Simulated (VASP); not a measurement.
A run of VASP 6.6.1 is set up as follows.

INCAR

```
PREC     = Accurate       # precision mode
ENCUT    = 520            # plane-wave cutoff, eV
EDIFF    = 1E-6           # SCF threshold, eV
ISMEAR   = -1             # smearing method
SIGMA    = 0.05           # smearing width, eV
LREAL    = F              # projectors in reciprocal space
LASPH    = T              # aspherical terms in the spheres
NELM     = 150            # most SCF steps
ALGO     = Normal         # electronic algorithm
ISIF     = 2              # what is computed and relaxed
LWAVE    = F              # write WAVECAR
LCHARG   = F              # write CHGCAR
ISPIN    = 2              # spin polarisation
MAGMOM   = 4 4 0 0        # initial moments
LORBIT   = 11             # projections on sites
LMAXMIX  = 4              # l up to which the mixer works
GGA      = PE             # functional
NBANDS   = 31             # bands
```

Contents of KPOINTS:

```
Automatic mesh
0
Gamma
  8 8 6
```

Contents of POSCAR:

```
MnO
1.0
    3.3245797900      0.0000000000      0.0000000000
    0.0000000000      3.3245797900      0.0000000000
    0.0000000000      0.0000000000      4.8678197500
Mn O
2 2
Direct
    0.0000000000      0.0000000000      0.0000000000
    0.5000000000      0.5000000000      0.0000000000
    0.5000000000      0.0000000000      0.2670000000
    0.0000000000      0.5000000000      0.7330000000
```

Potentials or basis: VASP PAW PBE potentials, release 64 (Mn_pv, O).

Launch:

```sh
$ cat potpaw_PBE.64/Mn_pv/POTCAR potpaw_PBE.64/O/POTCAR > POTCAR
$ mpirun -np 1 vasp_std > vasp.out
```

Predict the pressure.

-18.1 GPa.

Predict the net moment.

2.77 μB per cell.

Forces in eV/Å, atoms in the order of the input:
```
Mn   0.000  0.000  0.000
Mn   0.000  0.000  0.000
O    0.000  0.000 -3.169
O    0.000  0.000  3.169
```

Caveat: the cell stands under tension; only a ferromagnetic start was run, and an antiferromagnetic order may lie lower in energy; forces of over 1 eV/Å act on the atoms, so gaps and moduli don't describe the material at rest.
